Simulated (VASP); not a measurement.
Here is a VASP 6.6.1 calculation.

POSCAR

```
Pd
1.0
    0.0000000000      1.9537354724      1.9537354724
    1.9537354724      0.0000000000      1.9537354724
    1.9537354724      1.9537354724      0.0000000000
Pd
1
Direct
    0.0000000000      0.0000000000      0.0000000000
```

File INCAR.step1:

```
PREC = Accurate
ENCUT = 520
ISMEAR = 0
SIGMA = 0.05
LREAL = F
LASPH = T
NELM = 60
NBANDS = 11
GGA = PE
ALGO = Normal
EDIFF = 1E-4
LWAVE = T
LCHARG = F
```

File INCAR.step2:

```
PREC = Accurate
ENCUT = 520
EDIFF = 1E-8
ISMEAR = 0
SIGMA = 0.05
LREAL = F
LASPH = T
NELM = 60
ALGO = Normal
ISIF = 2
LWAVE = F
LCHARG = F
METAGGA = R2SCAN
LMIXTAU = T
LEFG = T
NBANDS = 11
ISTART = 1
```

KPOINTS

```
Automatic mesh
0
Gamma
  20 20 20
```

Potentials or basis: VASP PAW PBE potentials, release 64 (Pd).

Run with:

```sh
$ cat potpaw_PBE.64/Pd/POTCAR > POTCAR
$ cp INCAR.step1 INCAR
$ mpirun -np 1 vasp_std > vasp.out
$ cp INCAR.step2 INCAR
$ mpirun -np 1 vasp_std > vasp.out
```

Estimate the pressure.

0.6 GPa.

Estimate the band gap on the k mesh.

zero (bands 5 and 6 overlap by 1.66 eV).

Caveat: the PAW data sets were made with another functional, which shifts forces and pressure a little.
